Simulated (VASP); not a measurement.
Input of a VASP 6.6.1 run:

File INCAR:

```
ALGO = Normal
EDIFF = 1E-6
EDIFFG = -0.01
ENCUT = 600
GGA = PS
IBRION = 2
ISIF = 3
ISMEAR = -1
LASPH = T
LCHARG = F
LREAL = F
LWAVE = F
NELM = 100
NSW = 80
PREC = Accurate
SIGMA = 0.1
```

KPOINTS

```
k-points
0
Gamma
  11 11 9
```

POSCAR

```
CuAu
1.0
    2.8107494600      0.0000000000      0.0000000000
    0.0000000000      2.8107494600      0.0000000000
    0.0000000000      0.0000000000      3.6850000000
Cu Au
1 1
Direct
    0.5000000000      0.5000000000      0.5000000000
    0.0000000000      0.0000000000      0.0000000000
```

Potentials or basis: VASP PAW PBE potentials, release 64 (Cu, Au).

The run is started by

```sh
$ cat potpaw_PBE.64/Cu/POTCAR potpaw_PBE.64/Au/POTCAR > POTCAR
$ mpirun -np 1 vasp_std > vasp.out
```

Task: Predict the space group after relaxing (to 0.05 Å).

Result: P4/mmm (No. 123).

Task: What does it give for the relaxed cell?

Result: a = 2.792 Å, b = 2.792 Å, c = 3.647 Å, α = 90.00°, β = 90.00°, γ = 90.00°.

Task: What does it give for the band gap on the k mesh?

Result: Zero (band 11 reaches 12.86 eV, above the bottom of band 12 at 6.90 eV).

Task: Estimate the relaxed volume.

Result: 14.21 Å³/atom.

Final structure:
```yaml
crystal:
  lattice:
    - [2.79175, 0.00000, 0.00000]
    - [0.00000, 2.79175, 0.00000]
    - [0.00000, 0.00000, 3.64719]
  atoms:
    - { symbol: Cu, position: [0.50000, 0.50000, 0.50000] }
    - { symbol: Au, position: [0.00000, 0.00000, 0.00000] }
```

Caveat: the PAW data sets were made with another functional, which shifts forces and pressure a little; spin-orbit coupling is left out, which moves the levels of the heavy elements.
